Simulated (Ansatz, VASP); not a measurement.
Given: the input of a run of Ansatz 0.2.0 on ZnS.

Contents of input.yaml:

```yaml
crystal:
  lattice:
    - [0.0, 2.702, 2.702]
    - [2.702, 0.0, 2.702]
    - [2.702, 2.702, 0.0]
  atoms:
    - { symbol: Zn, position: [0.75, 0.75, 0.75] }
    - { symbol: S, position: [0.0, 0.0, 0.0] }
kpoints:
  mp_grid: { grid: [9, 9, 9] }
scf:
  occupations: { method: fermi_dirac, width: 0.05 }
hamiltonian:
  xc: pbe
  dispersion: d4
  pseudopotentials: { kind: all_electron, lapw: { basis_error: 0.001 } }
output:
  forces: true
  stress: true
relax:
  f_tol: 0.02
  max_steps: 60
  cell: {}
```

Potentials or basis: all-electron LAPW, scalar-relativistic.

The run is started by

```bash
$ ansatz run input.yaml --threads 1 --pin off --max-ram 3072MiB --backend cpu --events-out ev --progress --plain --runs-dir out
```

Q: Set up the same calculation for VASP 6.6.1. Potentials there: VASP PAW PBE potentials, release 64 (Zn, S).

A: As run (the cutoff follows the program's own potentials):

Contents of INCAR:

```
PREC = Accurate ; ENCUT = 500
EDIFF = 1E-7 ; ISMEAR = -1
SIGMA = 0.05 ; LREAL = False
LASPH = True ; NELM = 120
ALGO = Normal ; ISIF = 3
LWAVE = False ; LCHARG = False
GGA = PE ; IVDW = 13
IBRION = 2 ; NSW = 80
EDIFFG = -0.02 ; GGA_COMPAT = False
NELMIN = 4
```

The input KPOINTS:

```
Automatic mesh
0
Gamma
  9 9 9
```

POSCAR

```
ZnS
1.0
    0.0000000000      2.7020000000      2.7020000000
    2.7020000000      0.0000000000      2.7020000000
    2.7020000000      2.7020000000      0.0000000000
Zn S
1 1
Direct
    0.7500000000      0.7500000000      0.7500000000
    0.0000000000      0.0000000000      0.0000000000
```

Potentials or basis: VASP PAW PBE potentials, release 64 (Zn, S).

Launch:

```bash
$ cat potpaw_PBE.64/Zn/POTCAR potpaw_PBE.64/S/POTCAR > POTCAR
$ mpirun -np 1 vasp_std > vasp.out
```

Both were run:

|  | VASP | Ansatz | Ansatz less VASP |
| --- | --- | --- | --- |
| relaxed volume (Å³/atom) | 19.48 | 19.44 | -0.040 |
| relaxed cell length with the largest relative difference (Å) | 3.805 | 3.803 | -0.0026 |

Ansatz ran all-electron here, and VASP with PAW potentials.
